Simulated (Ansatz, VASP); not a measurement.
**BaCd3Se4 in VASP and in Ansatz**

The input INCAR:

```
ALGO = Normal
EDIFF = 1E-6
EDIFFG = -0.08
ENCUT = 600
GGA = PE
IBRION = 2
ISIF = 3
ISMEAR = 0
LASPH = T
LCHARG = F
LREAL = F
LWAVE = F
NELM = 60
NSW = 36
PREC = Accurate
SIGMA = 0.15
```

File KPOINTS:

```
k-points
0
Gamma
  3 3 2
```

The input POSCAR:

```
BaCd3Se4
1.0
    5.7699298000      0.0000000000      0.0000000000
   -2.8849649000      4.9969057800      0.0000000000
    0.0000000000      0.0000000000      8.5558762700
Ba Cd Se
1 3 4
Direct
    0.0000000000      0.0000000000      0.0000000000
    0.4741611800      0.0000000000      0.0000000000
    0.0000000000      0.4741611800      0.0000000000
    0.5258388200      0.5258388200      0.0000000000
    0.3333333300      0.6666666700      0.6731151500
    0.3333333300      0.6666666700      0.3268848500
    0.6666666700      0.3333333300      0.3268848500
    0.6666666700      0.3333333300      0.6731151500
```

Input for Ansatz:

```yaml
crystal:
  lattice:
    - [5.7699298, 0.0, 0.0]
    - [-2.8849649, 4.99690578, 0.0]
    - [0.0, 0.0, 8.55587627]
  atoms:
    - { symbol: Ba, position: [0.0, 0.0, 0.0] }
    - { symbol: Cd, position: [0.47416118, 0.0, 0.0] }
    - { symbol: Cd, position: [0.0, 0.47416118, 0.0] }
    - { symbol: Cd, position: [0.52583882, 0.52583882, 0.0] }
    - { symbol: Se, position: [0.33333333, 0.66666667, 0.67311515] }
    - { symbol: Se, position: [0.33333333, 0.66666667, 0.32688485] }
    - { symbol: Se, position: [0.66666667, 0.33333333, 0.32688485] }
    - { symbol: Se, position: [0.66666667, 0.33333333, 0.67311515] }
basis:
  ecutwfc: 420
kpoints:
  mp_grid: { grid: [3, 3, 2] }
hamiltonian:
  xc: pbe
scf:
  occupations: { method: gaussian, width: 0.15 }
  lower_state_search: "off"
output:
  forces: true
  stress: true
  eigenvalues: true
relax:
  adjacent_minimum: "off"
  f_tol: 0.08
  max_steps: 16
  cell: { stress_tol: 0.8 }
```

Alike in both runs: task relaxation of cell and atoms; functional PBE; k mesh 3 × 3 × 2; occupations gaussian, width 0.15 eV; no spin polarisation.

|  | VASP | Ansatz |
| --- | --- | --- |
| version | VASP 6.6.1 | Ansatz 0.2.0 |
| potentials or method | VASP PAW PBE potentials, release 64 (Ba_sv, Cd, Se), cutoff 600 eV | scalar-relativistic, plane waves, PAW |
| valence electrons in the cell | 70 | 134 |

|  | VASP | Ansatz | Ansatz less VASP |
| --- | --- | --- | --- |
| gap on the k mesh at the Fermi level, each at its own relaxed structure (eV) | none | none | - |
| relaxed volume (Å³/atom) | 38.27 | 37.86 | -0.413 |
| relaxed length of the cell vector where the two differ most in proportion (Å) | 7.578 | 7.536 | -0.0423 |

A gap of «none» marks a metal or a gap that the smearing closes. VASP's potentials hold 70 valence electrons a cell and Ansatz's 134, so a difference there can come from the potentials and not from the codes.

The k mesh is coarse, so the values compare programs but aren't converged. Neither program's run includes spin-orbit coupling. Noted on VASP's run: the volume moved by over 15 % at a fixed basis, so the end points are rough.
